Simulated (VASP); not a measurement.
# ZnS: single point with r2SCAN

Crystal: ZnS.

```
Zn S
1.0
     3.80680    0.00000    0.00000
    -1.90340    3.29679    0.00000
     0.00000    0.00000    6.24658
Zn S
2 2
Direct
  0.33333 0.66667 0.00036
  0.66667 0.33333 0.50036
  0.33333 0.66667 0.37464
  0.66667 0.33333 0.87464
```

```
Program             : VASP 6.6.1
Task                : single point
Functional          : r2SCAN
Potentials or basis : VASP PAW PBE potentials, release 64 (Zn, S)
Cutoff              : 520 eV
k mesh              : 9 × 9 × 6
Occupations         : gaussian, width 0.02 eV
Spin                : no spin polarisation
```

| Quantity | Value |
| --- | --- |
| Pressure | 0.0 GPa |
| Largest force | 0.004 eV/Å |
| Band gap on the k mesh | 2.78 eV |

Forces in eV/Å, atoms in the order of the input:
```
Zn   0.000  0.000 -0.004
Zn   0.000  0.000 -0.004
S    0.000  0.000  0.004
S    0.000  0.000  0.004
```

Levels at points of the mesh, in eV from the valence-band top:
```
           k point  band 16  band 17  band 18  band 19  band 20  band 21
(0.00, 0.00, 0.00)    -0.08     0.00     0.00     2.78     3.62     6.80
(0.00, 0.00, 0.50)    -0.48    -0.48    -0.48     4.11     4.11     7.26
```

Run time: 8.5 min on 1 thread of Intel Xeon 8259CL (shared host), peak memory 0.25 GiB.

Caveat: the PAW data sets were made with another functional, which shifts forces and pressure a little. A k mesh can miss the band edges.
